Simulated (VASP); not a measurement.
Al3Cl:

```
CELL_PARAMETERS angstrom
3.01452 0.00000 0.00000
-1.50726 2.61065 0.00000
0.00000 0.00000 9.16800
ATOMIC_POSITIONS crystal
Al 0.66667 0.33333 0.50000
Al 0.33333 0.66667 0.23656
Al 0.33333 0.66667 0.76344
Cl 0.66667 0.33333 0.00000
```

| Item | Value |
| --- | --- |
| Program | VASP 6.6.1 |
| Task | relaxation of cell and atoms |
| Functional | PBE |
| Potentials or basis | VASP PAW PBE potentials, release 64 (Al, Cl) |
| Cutoff | 600 eV |
| k mesh | 18 × 18 × 6 |
| Occupations | gaussian, width 0.1 eV |
| Spin | no spin polarisation |

At the start: pressure -0.2 GPa; volume 18.04 Å³/atom.

Q: Where does the relaxation end?

A: Over 11 steps the energy falls by 17.0 meV/atom and the volume is 18.02 Å³/atom (-0.1 %); space group P-6m2 (No. 187, to 0.05 Å).

Step by step:
```csv
step,energy change (eV),largest force (eV/Å),pressure (GPa),volume (Å³)
1,0.0000,0.1780,-0.20,72.15
2,-0.0264,0.2285,-0.02,71.90
3,-0.0520,0.3088,0.43,71.41
4,-0.0521,0.3169,0.62,71.26
5,-0.0524,0.3134,0.54,71.32
6,-0.0642,0.1545,0.02,72.06
7,-0.0662,0.0560,-0.27,72.52
8,-0.0679,0.0001,0.03,72.05
9,-0.0679,0.0029,0.05,72.03
10,-0.0679,0.0042,0.05,72.02
11,-0.0679,0.0048,-0.02,72.10
```

Final structure:
```
CELL_PARAMETERS angstrom
3.08709 0.00000 0.00000
-1.54355 2.67350 0.00000
0.00000 0.00000 8.73577
ATOMIC_POSITIONS crystal
Al 0.66667 0.33333 0.50000
Al 0.33333 0.66667 0.24488
Al 0.33333 0.66667 0.75512
Cl 0.66667 0.33333 0.00000
```
